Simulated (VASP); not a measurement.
A run of VASP 6.6.1 is set up as follows.

The input INCAR:

```
SYSTEM = CuSi16
ALGO = Normal
EDIFF = 1E-6
ENCUT = 520
GGA = PE
ISIF = 2
ISMEAR = -1
ISPIN = 2
LASPH = .True.
LCHARG = .False.
LMAXMIX = 4
LORBIT = 11
LREAL = Auto
LWAVE = .False.
MAGMOM = 0 0 0 0 0 0 0 0 0 0 0 0 0 0 0 0 0
NBANDS = 56
NELM = 150
PREC = Accurate
SIGMA = 0.02
```

KPOINTS

```
k-points
0
Gamma
  2 2 2
  0 0 0
```

File POSCAR:

```
CuSi16
1.0
    0.0000000000      5.4300000000      5.4300000000
    5.4300000000      0.0000000000      5.4300000000
    5.4300000000      5.4300000000      0.0000000000
Si Cu
16 1
Direct
   -0.0101903315     -0.0096306630      0.0237422652
    0.1250452118      0.1257919890      0.1290975138
    0.0029004604      0.0035868324      0.5036343462
    0.1141095764      0.1143453039      0.6489390424
   -0.0003172192      0.4996695212     -0.0032785451
    0.1255461326      0.6140617864      0.1301866483
    0.0035728361      0.4821100368      0.5050058011
    0.1266632597      0.6221951197      0.6230337937
    0.4989212707      0.0005988029     -0.0033757827
    0.6135599448      0.1262527624      0.1300496317
    0.4817028545      0.0042463168      0.5048205341
    0.6216068140      0.1274009208      0.6229248619
    0.4992813996      0.4999865562     -0.0026228361
    0.6261086556      0.6270064457      0.1169226519
    0.5009267956      0.5016441068      0.4912715470
    0.6217927256      0.6223965930      0.6238601289
    0.8519307551      0.8524047882      0.4357353591
```

Potentials or basis: VASP PAW PBE potentials, release 64 (Si, Cu).

The run is started by

```sh
$ cat potpaw_PBE.64/Si/POTCAR potpaw_PBE.64/Cu/POTCAR > POTCAR
$ mpirun -np 1 vasp_std > vasp.out
```

Task: Estimate the largest force.

Result: 0.065 eV/Å.

Task: What does it give for the pressure?

Result: 4.3 GPa.

Forces on the atoms (eV/Å):
```
Si   0.015  0.016 -0.009
Si   0.000  0.001  0.018
Si   0.000  0.001  0.030
Si   0.024  0.017 -0.011
Si  -0.004 -0.001 -0.008
Si  -0.014 -0.005  0.000
Si  -0.032  0.001 -0.004
Si   0.006  0.007  0.000
Si  -0.001 -0.004 -0.008
Si  -0.006 -0.012 -0.002
Si  -0.003 -0.027 -0.002
Si   0.007  0.007 -0.001
Si   0.002  0.002 -0.006
Si  -0.017 -0.017  0.018
Si  -0.018 -0.020  0.018
Si  -0.001 -0.004 -0.005
Cu   0.041  0.040 -0.029
```

Caveat: the k points lie up to 0.50 Å⁻¹ apart.
